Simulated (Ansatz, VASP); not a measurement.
Two plane-wave programs on Zn

```
Zn
1.0
     2.58974    0.00000    0.00000
     0.00000    4.91584    0.00000
     0.00000    0.00000   16.74760
Zn
2
Direct
  0.75000 0.75000 0.49972
  0.25000 0.25000 0.50028
```

Alike in both runs: functional PBEsol; k mesh 16 × 8 × 1; occupations fermi-dirac, width 0.05 eV; no spin polarisation.

Ansatz relaxed the structure, and its values are those at the end. VASP's run is a single point on that final structure, the one shown.

|  | VASP | Ansatz |
| --- | --- | --- |
| version | VASP 6.6.1 | Ansatz 0.2.0 |
| potentials or method | VASP PAW PBE potentials, release 64 (Zn) | PAW with Ansatz's default frozen-core files, scalar-relativistic |
| plane-wave cutoff (eV) | 520 | 420 |
| valence electrons in the cell | 24 | 24 |

|  | VASP | Ansatz | Ansatz less VASP |
| --- | --- | --- | --- |
| rms of the force components (eV/Å) | 0.003 | 0.003 | -0.0005 |

VASP's potentials were made for PBE, not for PBEsol. With one functional, cell and mesh, what is left measures potentials, basis and numerics. Ansatz's warnings: stress scf threshold loose.
